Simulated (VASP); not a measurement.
# W (Im-3m) in VASP: further runs

Runs on W. Level: LDA. Tasks: single point.

Everything below comes from runs of VASP 6.6.1. Logs are shortened: lines on timing, memory, paths and dates and some standing lists are left out, and cuts for length are marked.

## (1) The cell of the first run

It takes space group Im-3m (No. 229, cubic). The conventional cell has a = 3.135 Å, b = 3.135 Å, c = 3.135 Å, α = 90.00°, β = 90.00°, γ = 90.00°. W (site symmetry m-3m) has 14 W at 2.72 to 3.14 Å within 3.6 Å.

## (2) Single point, LDA

File INCAR:

```
PREC = Accurate
ENCUT = 520
EDIFF = 1E-6
ISMEAR = -1
SIGMA = 0.1
LREAL = F
LASPH = T
NELM = 100
ALGO = Normal
ISIF = 2
LWAVE = F
LCHARG = T
LELF = T
LVHAR = T
NBANDS = 13
```

File KPOINTS:

```
regular mesh
0
Gamma
  23 23 23
```

File POSCAR:

```
W
1.0
   -1.5676867249      1.5676867249      1.5676867249
    1.5676867249     -1.5676867249      1.5676867249
    1.5676867249      1.5676867249     -1.5676867249
W
1
Direct
    0.0000000000      0.0000000000      0.0000000000
```

Potentials or basis: VASP PAW LDA potentials, release 64 (W_sv).

On the command line:

```
$ cat potpaw_LDA.64/W_sv/POTCAR > POTCAR
$ mpirun -np 1 vasp_std > vasp.out
```

OUTCAR:

```text
PREC = Accurate
   ENCUT = 520
   EDIFF = 1E-6
   ISMEAR = -1
   LREAL = F
   LASPH = T
   NELM = 100
   ISIF = 2

 ion  position               nearest neighbor table
   1  0.000  0.000  0.000-

  LATTYP: Found a body centered cubic cell.
 ALAT       =     3.1353734498

  Lattice vectors:

 A1 = (  -1.5676867249,   1.5676867249,   1.5676867249)
 A2 = (   1.5676867249,  -1.5676867249,   1.5676867249)
 A3 = (   1.5676867249,   1.5676867249,  -1.5676867249)

Analysis of symmetry for initial positions (statically):
=====================================================================
 Subroutine PRICEL returns:
 Original cell was already a primitive cell.

 Routine SETGRP: Setting up the symmetry group for a
 body centered cubic supercell.

 Subroutine GETGRP returns: Found 48 space group operations
 (whereof 48 operations were pure point group operations)
 out of a pool of 48 trial point group operations.

The static configuration has the point symmetry O_h .

Analysis of symmetry for dynamics (positions and initial velocities):
=====================================================================
 Subroutine PRICEL returns:
 Original cell was already a primitive cell.

 Routine SETGRP: Setting up the symmetry group for a
 body centered cubic supercell.

 Subroutine GETGRP returns: Found 48 space group operations
 (whereof 48 operations were pure point group operations)
 out of a pool of 48 trial point group operations.

The dynamic configuration has the point symmetry O_h .

 Subroutine INISYM returns: Found 48 space group operations
 (whereof 48 operations are pure point group operations),
 and found     1 'primitive' translations

----------------------------------------------------------------------------------------

                                     Primitive cell

  volume of cell :      15.4112

  direct lattice vectors                    reciprocal lattice vectors
    -1.567686725  1.567686725  1.567686725     0.000000000  0.318941273  0.318941273
     1.567686725 -1.567686725  1.567686725     0.318941273  0.000000000  0.318941273
     1.567686725  1.567686725 -1.567686725     0.318941273  0.318941273  0.000000000

  length of vectors
     2.715313058  2.715313058  2.715313058     0.451051074  0.451051074  0.451051074

  position of ions in fractional coordinates (direct lattice)
     0.000000000  0.000000000  0.000000000

  ion indices of the primitive-cell ions
   primitive index   ion index
                 1           1

----------------------------------------------------------------------------------------

 KPOINTS: regular mesh

Automatic generation of k-mesh.
 Grid dimensions read from file:
 generate k-points for:   23   23   23

 Generating k-lattice:

  Cartesian coordinates                     Fractional coordinates (reciprocal lattice)
     0.000000000  0.013867012  0.013867012     0.043478261  0.000000000  0.000000000
     0.013867012  0.000000000  0.013867012     0.000000000  0.043478261  0.000000000
     0.013867012  0.013867012  0.000000000     0.000000000  0.000000000  0.043478261

  Length of vectors
     0.019610916  0.019610916  0.019610916

  Shift w.r.t. Gamma in fractional coordinates (k-lattice)
     0.000000000  0.000000000  0.000000000

 Subroutine IBZKPT returns following result:
 ===========================================

 Found    364 irreducible k-points:

 Following reciprocal coordinates:
            Coordinates               Weight
  0.000000  0.000000  0.000000      1.000000
  0.043478  0.000000  0.000000     12.000000
  0.086957  0.000000  0.000000     12.000000
  0.130435  0.000000  0.000000     12.000000
  0.173913  0.000000  0.000000     12.000000
  0.217391  0.000000  0.000000     12.000000
[... 16 lines left out ...]
  0.478261  0.043478  0.000000     24.000000
  0.086957  0.086957  0.000000     24.000000
 [... further k-points ...]
   k-points           NKPTS =    364   k-points in BZ     NKDIM =    364   number of bands    NBANDS=     13
   number of dos      NEDOS =    301   number of ions     NIONS =      1
   total plane-waves  NPLWV =   8000
   dimension x,y,z NGX =    20 NGY =   20 NGZ =   20
   dimension x,y,z NGXF=    40 NGYF=   40 NGZF=   40
   ions per type =               1
   NGX,Y,Z   is equivalent  to a cutoff of  12.25, 12.25, 12.25 a.u.
   NGXF,Y,Z  is equivalent  to a cutoff of  24.49, 24.49, 24.49 a.u.
 SYSTEM =  unknown system
   PREC   = accura    normal or accurate (medium, high low for compatibility)
   ISTART =      0    job   : 0-new  1-cont  2-samecut
   ICHARG =      2    charge: 1-file 2-atom 10-const
   ISPIN  =      1    spin polarized calculation?
   LNONCOLLINEAR =      F non collinear calculations
   LSORBIT =      F    spin-orbit coupling
   LASPH  =      T    aspherical Exc in radial PAW
   ENCUT  =  520.0 eV  38.22 Ry    6.18 a.u.   5.05  5.05  5.05*2*pi/ulx,y,z
   NELM   =    100;   NELMIN=  2; NELMDL= -5     # of ELM steps
   EDIFF  = 0.1E-05   stopping-criterion for ELM
   LREAL  =      F    real-space projection
   EDIFFG = 0.1E-04   stopping-criterion for IOM
   NSW    =      0    number of steps for IOM
   IBRION =     -1    ionic relax: 0-MD 1-quasi-New 2-CG
   NFREE  =      0    steps in history (QN), initial steepest desc. (CG)
   ISIF   =      2    stress and relaxation
   ISYM   =      2    0-nonsym 1-usesym 2-fastsym
   POTIM  = 0.5000    time-step for ionic-motion
   TEBEG  =    0.0;   TEEND  =   0.0 temperature during run
   PSTRESS=    0.0 pullay stress
   NELECT =      14.0000    total number of electrons
   NUPDOWN=      -1.0000    fix difference up-down
   EMIN   =  10.00;   EMAX   =-10.00  energy-range for DOS
   EFERMI =   0.00;   METHOD = LEGACY
   ISMEAR =    -1;   SIGMA  =   0.10  broadening in eV -4-tet -1-fermi 0-gaus
   EFERMI_NEDOS =   21; number of points for ismear=-14 and -15
   IALGO  =     38    algorithm
   IMIX   =      4    mixing-type and parameters
     AMIX     =   0.40;   BMIX     =  1.00
     AMIX_MAG =   1.60;   BMIX_MAG =  1.00
  volume/ion in A,a.u.               =      15.41       104.00
  Fermi-wavevector in a.u.,A,eV,Ry     =   1.585519  2.996197 34.203303  2.513872
  Thomas-Fermi vector in A             =   2.684971
   LORBIT       =      0    0 simple, 1 ext, 2 COOP (PROOUT), +10 PAW based schemes
   GGA     = CA    functional components
   LHFCALC =     F    Hartree Fock is set to
   AEXX    =    0.0000 exact exchange contribution
   IVDW    =     0    specifies the selected vdW correction
   LEPSILON=     F    determine dielectric tensor
   LRPA    =     F    only Hartree local field effects (RPA)
 non-spin polarized calculation
  energy-cutoff  :      520.00
  volume of cell :       15.41
 maximum number of plane-waves:       426
   NGX =  9   NGY =  9   NGZ =  9

 number of electron      14.0000004 magnetization

 Free energy of the ion-electron system (eV)
  ---------------------------------------------------
  ext. energy  EPLUGINS =         0.00000000
  ---------------------------------------------------
  free energy    TOTEN  =       -14.11358581 eV

  energy without entropy =      -14.09891589  energy(sigma->0) =      -14.10625085

 E-fermi :  11.7405     XC(G=0): -13.9882

 val. band max:       11.7390128917   @ k =  -0.4783   0.4783   0.2174
 cond. band min:      11.7413602738   @ k =  -0.2609   0.3043   0.1304
 fundamental gap:      0.0023473821
 Fermi energy:        11.7404994902

 k-point     1 :       0.0000    0.0000    0.0000
  band No.  band energies     occupation
      1     -61.9781      2.00000
      2     -25.7410      2.00000
      3     -25.7410      2.00000
      4     -25.7410      2.00000
      5       2.0363      2.00000
      6      10.4253      2.00000
      7      10.4253      2.00000
      8      10.4253      2.00000
      9      13.9888      0.00000
     10      13.9888      0.00000
     11      26.3713      0.00000
     12      26.3713      0.00000
     13      26.3713      0.00000

 k-point     2 :       0.0435    0.0000    0.0000
  band No.  band energies     occupation
      1     -61.9753      2.00000
      2     -25.7702      2.00000
      3     -25.7500      2.00000
      4     -25.7412      2.00000
      5       2.1323      2.00000
      6      10.3665      2.00000
      7      10.4135      2.00000
      8      10.5174      1.99999
      9      13.8909      0.00000
     10      13.9890      0.00000
     11      26.4553      0.00000
     12      26.5329      0.00000
     13      26.6148      0.00000

 k-point     3 :       0.0870    0.0000    0.0000
  band No.  band energies     occupation
      1     -61.9669      2.00000
      2     -25.8547      2.00000
      3     -25.7762      2.00000
      4     -25.7417      2.00000
      5       2.4132      2.00000
      6      10.1992      2.00000
      7      10.3672      2.00000
      8      10.7922      1.99985
      9      13.6520      0.00000
     10      13.9927      0.00000
     11      26.6847      0.00000
     12      27.0081      0.00000
     13      27.2805      0.00000
[... 305 lines left out ...]
 k-point    23 :       0.4783    0.0435    0.0000
  band No.  band energies     occupation
      1     -61.8206      2.00000
      2     -27.1693      2.00000
      3     -26.2142      2.00000
      4     -25.7622      2.00000
      5       5.3616      2.00000
      6       8.0307      2.00000
      7      12.4597      0.00150
      8      13.8744      0.00000
      9      15.0316      0.00000
     10      18.2343      0.00000
     11      23.1627      0.00000
     12      23.5334      0.00000
     13      28.9269      0.00000

 k-point    24 :       0.0870    0.0870    0.0000
  band No.  band energies     occupation
      1     -61.9459      2.00000
      2     -26.0611      2.00000
      3     -25.8150      2.00000
      4     -25.7691      2.00000
      5       3.1153      2.00000
      6       9.9096      2.00000
      7      10.0393      2.00000
      8      11.5758      1.67700
      9      13.1970      0.00000
     10      14.1169      0.00000
     11      27.2108      0.00000
     12      28.1536      0.00000
     13      28.5422      0.00000

 [... further k-points ...]

------------------------ aborting loop because EDIFF is reached ----------------------------------------

  FORCE on cell =-STRESS in cart. coord.  units (eV):
  Direction    XX          YY          ZZ          XY          YZ          ZX
  --------------------------------------------------------------------------------------
  -------------------------------------------------------------------------------------
  Total        0.1838844      0.1838844      0.1838844      0.0000000      0.0000000     -0.0000000
  in kB       19.1169059     19.1169059     19.1169059      0.0000000      0.0000000     -0.0000000
  external PRESSURE =      19.1169059 kB  Pullay stress =       0.0000000 kB

 VOLUME and BASIS-vectors are now :
 -----------------------------------------------------------------------------
  energy-cutoff  :      520.00
  volume of cell :       15.41
      direct lattice vectors                 reciprocal lattice vectors
    -1.567686725  1.567686725  1.567686725     0.000000000  0.318941273  0.318941273
     1.567686725 -1.567686725  1.567686725     0.318941273  0.000000000  0.318941273
     1.567686725  1.567686725 -1.567686725     0.318941273  0.318941273  0.000000000

 POSITION                                       TOTAL-FORCE (eV/Angst)
 -----------------------------------------------------------------------------------
      0.00000      0.00000      0.00000         0.000000     -0.000000     -0.000000
 -----------------------------------------------------------------------------------
    total drift:                                0.000000     -0.000000      0.000000

  FREE ENERGIE OF THE ION-ELECTRON SYSTEM (eV)
  ---------------------------------------------------
  free  energy   TOTEN  =       -14.1135858074 eV

  energy  without entropy=      -14.0989158891  energy(sigma->0) =      -14.10625085
```

Wall time 26 s (1 thread of Intel Xeon Platinum 8488C (Sapphire Rapids), shared host); peak memory 0.17 GiB.

Results:

```
Free energy            : -14.1136 eV
Pressure               : 1.9 GPa
Band gap on the k mesh : zero (band 7 reaches 16.84 eV, above the bottom of band 8 at 10.43 eV)
```

Caveat: spin-orbit coupling is left out, which moves the levels of the heavy elements.

## (3) Single point, LDA

File INCAR:

```
SYSTEM = W
  ALGO = Normal
  EDIFF = 1E-6
  ENCUT = 520
  ISIF = 2
  ISMEAR = -1
  LASPH = .TRUE.
  LCHARG = .FALSE.
  LREAL = .FALSE.
  LWAVE = .FALSE.
  NBANDS = 13
  NELM = 80
  PREC = Accurate
  SIGMA = 0.1
```

File KPOINTS:

```
k-points
0
G
  23 23 23
  0 0 0
```

POSCAR is that of step 2.

Potentials or basis: VASP PAW LDA potentials, release 64 (W_sv).

On the command line:

```
$ cat potpaw_LDA.64/W_sv/POTCAR > POTCAR
$ mpirun -np 1 vasp_std > vasp.out
```

Wall time 25 s (1 thread of Intel Xeon Platinum 8488C (Sapphire Rapids), shared host); peak memory 0.17 GiB.

It converged, with:

```
Free energy            : -14.1136 eV
Pressure               : 1.9 GPa
Band gap on the k mesh : zero (band 7 reaches 16.84 eV, above the bottom of band 8 at 10.43 eV)
```

Levels at points of the mesh, in eV from the Fermi level:
```csv
k point,band 3,band 4,band 5,band 6,band 7,band 8,band 9,band 10,band 11,band 12
"(0.00, 0.00, 0.00)",-37.48,-37.48,-9.70,-1.32,-1.32,-1.32,2.25,2.25,14.63,14.63
```

Caveat: spin-orbit coupling is left out, which moves the levels of the heavy elements.

## (4) Single point, LDA (volume scaled by 1.04)

File INCAR:

```
SYSTEM = W
ALGO = Normal
EDIFF = 1E-6
ENCUT = 520
ISIF = 2
ISMEAR = -1
LASPH = .True.
LCHARG = .True.
LELF = .True.
LREAL = .False.
LVHAR = .True.
LWAVE = .False.
NBANDS = 13
NELM = 100
PREC = Accurate
SIGMA = 0.1
```

File KPOINTS:

```
k-points
0
Gamma
  23 23 23
  0 0 0
```

File POSCAR:

```
W
1.0
   -1.5883165476      1.5883165476      1.5883165476
    1.5883165476     -1.5883165476      1.5883165476
    1.5883165476      1.5883165476     -1.5883165476
W
1
Direct
    0.0000000000      0.0000000000      0.0000000000
```

On the command line:

```
$ cat potpaw_LDA.64/W_sv/POTCAR > POTCAR
$ mpirun -np 1 vasp_std > vasp.out
```

Run time: 26 s. Hardware: 1 thread of Intel Xeon Platinum 8488C (Sapphire Rapids), shared host; peak memory 0.17 GiB.

Results (log left out):

```
Free energy            : -14.0966 eV
Pressure               : -10.5 GPa
Band gap on the k mesh : zero (band 7 reaches 15.99 eV, above the bottom of band 8 at 9.91 eV)
```

Levels at points of the mesh, in eV from the Fermi level:
```tsv
k point	band 5	band 6	band 7	band 8	band 9	band 10
(0.00, 0.00, 0.00)	-9.48	-1.24	-1.24	-1.24	2.16	2.16
```

Caveat: spin-orbit coupling is left out, which moves the levels of the heavy elements.
